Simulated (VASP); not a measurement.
# NaCl in VASP: single point with PBE

Aim: the single point of NaCl with PBE.

Everything below comes from runs of VASP 6.6.1. Logs are shortened: lines on timing, memory, paths and dates and some standing lists are left out, and cuts for length are marked.

### Step 1. The cell of the first run

The cell holds a slab with vacuum, 16 atoms: a = 8.055 Å, b = 8.055 Å, c = 20.933 Å, α = 90.00°, β = 90.00°, γ = 120.00°.

### Step 2. Single point, PBE

The input, INCAR:

```
ALGO = Normal
DIPOL = 0.5 0.5 0.511
EDIFF = 1E-6
ENCUT = 520
GGA = PE
IDIPOL = 3
ISIF = 2
ISMEAR = 0
LASPH = T
LCHARG = T
LDIPOL = T
LELF = T
LREAL = Auto
LVACPOTAV = T
LVHAR = T
LWAVE = F
NBANDS = 70
NELM = 80
PREC = Accurate
SIGMA = 0.05
```

The input, KPOINTS:

```
k-points
0
Gamma
  2 2 1
```

The input, POSCAR:

```
NaCl
1.0
    8.0547591285      0.0000000000      0.0000000000
   -4.0273795643      6.9756260266      0.0000000000
    0.0000000000      0.0000000000     20.9325124665
Cl Na
8 8
Direct
    0.1666666667      0.3333333333      0.3821805917
    0.1666666667      0.8333333333      0.3821805917
    0.6666666667      0.3333333333      0.3821805917
    0.6666666667      0.8333333333      0.3821805917
    0.5000000000      0.5000000000      0.5754278303
    0.5000000000      0.0000000000      0.5754278303
    0.0000000000      0.5000000000      0.5754278303
    0.0000000000      0.0000000000      0.5754278303
    0.3333333333      0.1666666667      0.4607268639
    0.3333333333      0.6666666667      0.4607268639
    0.8333333333      0.1666666667      0.4607268639
    0.8333333333      0.6666666667      0.4607268639
    0.6666666667      0.3333333333      0.6265773702
    0.6666666667      0.8333333333      0.6265773702
    0.1666666667      0.3333333333      0.6265773702
    0.1666666667      0.8333333333      0.6265773702
```

Potentials or basis: VASP PAW PBE potentials, release 64 (Cl, Na_pv).

Run with:

```
$ cat potpaw_PBE.64/Cl/POTCAR potpaw_PBE.64/Na_pv/POTCAR > POTCAR
$ mpirun -np 1 vasp_std > vasp.out
```

OUTCAR:

```text
EDIFF = 1E-6
   ENCUT = 520
   GGA = PE
   ISIF = 2
   ISMEAR = 0
   LASPH = T
   LREAL = Auto
   NELM = 80
   PREC = Accurate

 ion  position               nearest neighbor table
   1  0.167  0.333  0.382-
   2  0.167  0.833  0.382-
   3  0.667  0.333  0.382-
   4  0.667  0.833  0.382-
   5  0.500  0.500  0.575-  14 2.56  15 2.56  13 2.56
   6  0.500  0.000  0.575-  13 2.56  16 2.56  14 2.56
   7  0.000  0.500  0.575-  16 2.56  13 2.56  15 2.56
   8  0.000  0.000  0.575-  15 2.56  14 2.56  16 2.56
   9  0.333  0.167  0.461-
  10  0.333  0.667  0.461-
  11  0.833  0.167  0.461-
  12  0.833  0.667  0.461-
  13  0.667  0.333  0.627-   6 2.56   7 2.56   5 2.56
  14  0.667  0.833  0.627-   5 2.56   8 2.56   6 2.56
  15  0.167  0.333  0.627-   8 2.56   5 2.56   7 2.56
  16  0.167  0.833  0.627-   7 2.56   6 2.56   8 2.56
[... 7 lines left out ...]
 A1 = (   8.0547591285,   0.0000000000,   0.0000000000)
 A2 = (  -4.0273795643,   6.9756260266,   0.0000000000)
 A3 = (   0.0000000000,   0.0000000000,  20.9325124665)

Analysis of symmetry for initial positions (statically):
=====================================================================
 Subroutine PRICEL returns following result:

  LATTYP: Found a hexagonal cell.
 ALAT       =     4.0273795643
 C/A-ratio  =     5.1975514432

  Lattice vectors:

 A1 = (   4.0273795643,   0.0000000000,   0.0000000000)
 A2 = (  -2.0136897822,   3.4878130133,   0.0000000000)
 A3 = (   0.0000000000,   0.0000000000,  20.9325124665)

   4 primitive cells build up your supercell.

 Routine SETGRP: Setting up the symmetry group for a
 hexagonal supercell.

 Subroutine GETGRP returns: Found  6 space group operations
 (whereof  6 operations were pure point group operations)
 out of a pool of 24 trial point group operations.

The static configuration has the point symmetry C_3v.

Analysis of symmetry for dynamics (positions and initial velocities):
=====================================================================
 Subroutine PRICEL returns following result:

  LATTYP: Found a hexagonal cell.
 ALAT       =     4.0273795643
 C/A-ratio  =     5.1975514432

  Lattice vectors:

 A1 = (   4.0273795643,   0.0000000000,   0.0000000000)
 A2 = (  -2.0136897822,   3.4878130133,   0.0000000000)
 A3 = (   0.0000000000,   0.0000000000,  20.9325124665)

   4 primitive cells build up your supercell.

 Routine SETGRP: Setting up the symmetry group for a
 hexagonal supercell.
[... 100 lines left out ...]
   EFERMI =   0.00;   METHOD = LEGACY
   ISMEAR =     0;   SIGMA  =   0.05  broadening in eV -4-tet -1-fermi 0-gaus
   EFERMI_NEDOS =   21; number of points for ismear=-14 and -15
   IALGO  =     38    algorithm
   IMIX   =      4    mixing-type and parameters
     AMIX     =   0.40;   BMIX     =  1.00
     AMIX_MAG =   1.60;   BMIX_MAG =  1.00
  volume/ion in A,a.u.               =      73.51       496.06
  Fermi-wavevector in a.u.,A,eV,Ry     =   0.747587  1.412735  7.604112  0.558886
  Thomas-Fermi vector in A             =   1.843677
   LORBIT       =      0    0 simple, 1 ext, 2 COOP (PROOUT), +10 PAW based schemes
   GGA     = PE    functional components
   LHFCALC =     F    Hartree Fock is set to
   AEXX    =    0.0000 exact exchange contribution
   IVDW    =     0    specifies the selected vdW correction
   LEPSILON=     F    determine dielectric tensor
   LRPA    =     F    only Hartree local field effects (RPA)
 non-spin polarized calculation
 Gauss-broadening in eV      SIGMA  =   0.05
  energy-cutoff  :      520.00
  volume of cell :     1176.13
 maximum number of plane-waves:     31664
 NGX is ok and might be reduce to    60
   NGX = 29   NGY = 29   NGZ = 77

 number of electron     111.9999869 magnetization

 dipolmoment           0.000000      0.000000     -1.989062 electrons x Angstroem

 Free energy of the ion-electron system (eV)
  ---------------------------------------------------
  ext. energy  EPLUGINS =         0.00000000
  ---------------------------------------------------
  free energy    TOTEN  =       -45.31159444 eV

  energy without entropy =      -45.28653011  energy(sigma->0) =      -45.29906227

 E-fermi :  -2.8922     XC(G=0):  -3.4047

 val. band max:       -3.0111413367   @ k =   0.5000   0.0000   0.0000
 cond. band min:      -2.8767675842   @ k =   0.0000   0.0000   0.0000
 fundamental gap:      0.1343737525
 Fermi energy:        -2.8922422274

 k-point     1 :       0.0000    0.0000    0.0000
  band No.  band energies     occupation
      1     -28.4843      2.00000
      2     -28.4796      2.00000
      3     -28.4796      2.00000
      4     -28.4796      2.00000
      5     -28.4611      2.00000
      6     -28.4611      2.00000
[... 60 lines left out ...]
     67       1.1138      0.00000
     68       1.1138      0.00000

 k-point     2 :       0.5000    0.0000    0.0000
  band No.  band energies     occupation
      1     -28.4822      2.00000
      2     -28.4822      2.00000
      3     -28.4796      2.00000
      4     -28.4796      2.00000
      5     -28.4575      2.00000
      6     -28.4575      2.00000
[... 60 lines left out ...]
     67       1.1181      0.00000
     68       1.1181      0.00000
 [bands above 68 left out]

------------------------ aborting loop because EDIFF is reached ----------------------------------------

  FORCE on cell =-STRESS in cart. coord.  units (eV):
  Direction    XX          YY          ZZ          XY          YZ          ZX
  --------------------------------------------------------------------------------------
  -------------------------------------------------------------------------------------
  Total        3.5799844      3.5799844     -8.0876988     -0.0000000      0.0000000     -0.0000000
  in kB        4.8767962      4.8767962    -11.0173830     -0.0000000      0.0000000     -0.0000000
  external PRESSURE =      -0.4212635 kB  Pullay stress =       0.0000000 kB

 VOLUME and BASIS-vectors are now :
 -----------------------------------------------------------------------------
  energy-cutoff  :      520.00
  volume of cell :     1176.13
      direct lattice vectors                 reciprocal lattice vectors
     8.054759129  0.000000000  0.000000000     0.124150205  0.071678154  0.000000000
    -4.027379564  6.975626027  0.000000000     0.000000000  0.143356309  0.000000000
     0.000000000  0.000000000 20.932512467     0.000000000  0.000000000  0.047772574

 POSITION                                       TOTAL-FORCE (eV/Angst)
 -----------------------------------------------------------------------------------
      0.00000      2.32521      8.00000         0.000000      0.000000      1.272218
     -2.01369      5.81302      8.00000         0.000000      0.000000      1.272218
      4.02738      2.32521      8.00000         0.000000      0.000000      1.272218
      2.01369      5.81302      8.00000        -0.000000      0.000000      1.272218
      2.01369      3.48781     12.04515         0.000000     -0.000000     -0.005538
      4.02738      0.00000     12.04515         0.000000      0.000000     -0.005538
[... 8 lines left out ...]
      0.00000      2.32521     13.11584         0.000000     -0.000000      0.008919
     -2.01369      5.81302     13.11584        -0.000000      0.000000      0.008919
 -----------------------------------------------------------------------------------
    total drift:                               -0.000004      0.000001     -0.013889

  FREE ENERGIE OF THE ION-ELECTRON SYSTEM (eV)
  ---------------------------------------------------
  free  energy   TOTEN  =       -45.3115944435 eV

  energy  without entropy=      -45.2865301053  energy(sigma->0) =      -45.29906227

 vacuum level on the upper side and lower side of the slab        -0.893         5.517
```

OSZICAR:

```text
N       E                     dE             d eps       ncg     rms          rms(c)
DAV:   1     0.103340681717E+04    0.10334E+04   -0.47135E+04   344   0.125E+03
DAV:   2     0.133742566868E+03   -0.89966E+03   -0.87115E+03   370   0.304E+02
DAV:   3    -0.449106665779E+02   -0.17865E+03   -0.17735E+03   330   0.128E+02
[... 21 lines left out ...]
DAV:  25    -0.453115691204E+02    0.21640E-04   -0.45511E-06   250   0.639E-03    0.833E-03
DAV:  26    -0.453115875429E+02   -0.18422E-04   -0.26233E-06   204   0.388E-03    0.182E-02
DAV:  27    -0.453115905007E+02   -0.29578E-05   -0.82951E-07   218   0.232E-03    0.803E-03
DAV:  28    -0.453115935830E+02   -0.30823E-05   -0.43423E-07   194   0.110E-03    0.261E-03
DAV:  29    -0.453115944435E+02   -0.86053E-06   -0.10137E-07   210   0.845E-04
   1 F= -.45311594E+02 E0= -.45299062E+02  d E =-.250643E-01
```

It took 8.6 min on 1 thread of Intel Xeon Platinum 8488C (Sapphire Rapids), shared host; peak memory 1 GiB.

Results:

| Quantity | Value |
| --- | --- |
| Free energy | -45.3116 eV |
| Largest force | 1.276 eV/Å |
| Band gap on the k mesh | zero (filled and empty bands touch) |

Forces on the atoms (eV/Å):
```
Cl   0.000  0.000  1.272
Cl   0.000  0.000  1.272
Cl   0.000  0.000  1.272
Cl   0.000  0.000  1.272
Cl   0.000  0.000 -0.006
Cl   0.000  0.000 -0.006
Cl   0.000  0.000 -0.006
Cl   0.000  0.000 -0.006
Na   0.000  0.000 -1.276
Na   0.000  0.000 -1.276
Na   0.000  0.000 -1.276
Na   0.000  0.000 -1.276
Na   0.000  0.000  0.009
Na   0.000  0.000  0.009
Na   0.000  0.000  0.009
Na   0.000  0.000  0.009
```

Caveat: the k points lie up to 0.45 Å⁻¹ apart.
